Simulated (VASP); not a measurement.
Write the native input for VASP 6.6.1 that does the following.

| Quantity | Value |
| --- | --- |
| Task | single point |
| Functional | BLYP |
| Potentials or basis | VASP PAW PBE potentials, release 64 (Zr_sv) |
| Cutoff | 500 eV |
| k mesh | 9 × 9 × 5 |
| Occupations | fermi-dirac, width 0.05 eV |
| Spin | no spin polarisation |
| Dipole correction | no |
| Further INCAR settings | ALGO = Normal; EDIFF = 1e-06; NBANDS = 19 |

The structure of Zr lies in POSCAR:

```
Zr
1.0
    3.2633125932      0.0000000000      0.0000000000
   -1.6316562966      2.8261116062      0.0000000000
    0.0000000000      0.0000000000      5.2404356388
Zr
2
Direct
    0.6666666667      0.3333333333      0.7500000000
    0.3333333333      0.6666666667      0.2500000000
```

One way to write it, as run:

INCAR

```
SYSTEM = Zr
PREC = Accurate ; ENCUT = 500
EDIFF = 1E-6 ; ISMEAR = -1
SIGMA = 0.05 ; LREAL = .False.
LASPH = .True. ; NELM = 120
ALGO = Normal ; ISIF = 2
LWAVE = .False. ; LCHARG = .False.
GGA = B5 ; ALDAX = 1.0
AGGAX = 1.0 ; AGGAC = 1.0
ALDAC = 0.0 ; NBANDS = 19
GGA_COMPAT = .False.
```

KPOINTS

```
regular mesh
0
Gamma
  9 9 5
  0 0 0
```

Potentials or basis: VASP PAW PBE potentials, release 64 (Zr_sv).

Command:

```console
$ cat potpaw_PBE.64/Zr_sv/POTCAR > POTCAR
$ mpirun -np 1 vasp_std > vasp.out
```

It gave:

```yaml
Pressure: 0.1 GPa
Band_gap_on_the_k_mesh: zero (band 12 reaches 9.89 eV, above the bottom of band 13 at 8.83 eV)
```

Caveat: the PAW data sets were made with another functional, which shifts forces and pressure a little.

It took 27 s on 1 thread of AMD EPYC 7R43 64-Core Processor (Zen 3), on a shared host, peak memory 0.13 GiB.
